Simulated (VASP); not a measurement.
A run of VASP 6.6.1 is set up as follows.

POSCAR

```
Ca2C
1.0
    0.0000000000      3.1285803947      3.1285803947
    3.1285803947      0.0000000000      3.1285803947
    3.1285803947      3.1285803947      0.0000000000
C Ca
1 2
Direct
    0.0000000000      0.0000000000      0.0000000000
    0.2500000000      0.2500000000      0.2500000000
    0.7500000000      0.7500000000      0.7500000000
```

The input INCAR.step1:

```
  PREC = Accurate
  ENCUT = 520
  EDIFF = 1E-5
  ISMEAR = 0
  SIGMA = 0.01
  LREAL = F
  LASPH = T
  NELM = 80
  ALGO = Normal
  ISIF = 2
  LWAVE = T
  LCHARG = F
  NBANDS = 19
  GGA = PE
```

File INCAR.step2:

```
  PREC = Accurate
  ENCUT = 520
  EDIFF = 1E-6
  ISMEAR = 0
  SIGMA = 0.01
  LREAL = F
  LASPH = T
  NELM = 80
  ALGO = Normal
  ISIF = 2
  LWAVE = F
  LCHARG = F
  GGA = PE
  LHFCALC = T
  AEXX = 0.4
  HFSCREEN = 0.5
  PRECFOCK = Normal
  NBANDS = 19
  ISTART = 1
```

KPOINTS

```
Automatic mesh
0
Gamma
  4 4 4
```

Potentials or basis: VASP PAW PBE potentials, release 64 (C, Ca_sv).

Launch:

```sh
$ cat potpaw_PBE.64/C/POTCAR potpaw_PBE.64/Ca_sv/POTCAR > POTCAR
$ cp INCAR.step1 INCAR
$ mpirun -np 1 vasp_std > vasp.out
$ cp INCAR.step2 INCAR
$ mpirun -np 1 vasp_std > vasp.out
```

Task: What does it give for the pressure?

Result: 0.7 GPa.

Task: What does it give for the band gap on the k mesh?

Result: 0.62 eV.

Caveat: the k points lie up to 0.43 Å⁻¹ apart; the structure was generated, so it needn't be the stable form of Ca2C; the PAW data sets were made with another functional, which shifts forces and pressure a little. A k mesh can miss the band edges.
